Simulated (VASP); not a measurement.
Here is a VASP 6.6.1 calculation.

File INCAR:

```
SYSTEM = FeNi
ALGO = Fast
EDIFF = 1E-6
ENCUT = 520
ISIF = 2
ISMEAR = 0
ISPIN = 2
LASPH = .TRUE.
LCHARG = .FALSE.
LMAXMIX = 4
LORBIT = 11
LREAL = .FALSE.
LWAVE = .FALSE.
MAGMOM = 2.68 0.76
NBANDS = 20
NELM = 150
PREC = Accurate
SIGMA = 0.1
```

Contents of KPOINTS:

```
k-points
0
G
  18 18 12
  0 0 0
```

POSCAR

```
FeNi
1.0
    2.4302784466      0.0000000000      0.0000000000
    0.0000000000      2.4302784466      0.0000000000
    0.0000000000      0.0000000000      3.5004740210
Fe Ni
1 1
Direct
    0.0000000000      0.0000000000      0.0000000000
    0.5000000000      0.5000000000      0.5000000000
```

Potentials or basis: VASP PAW LDA potentials, release 64 (Fe, Ni).

Launch:

```console
$ cat potpaw_LDA.64/Fe/POTCAR potpaw_LDA.64/Ni/POTCAR > POTCAR
$ mpirun -np 1 vasp_std > vasp.out
```

Q: Estimate the net moment.

A: 2.94 μB per cell.

Q: Estimate the pressure.

A: -0.6 GPa.

Q: Predict the site moments.

A: Fe +2.30; Ni +0.60 μB.

Stress tensor (GPa, compression positive):
```
-0.93  0.00  0.00
 0.00 -0.93  0.00
 0.00  0.00 -0.04
```
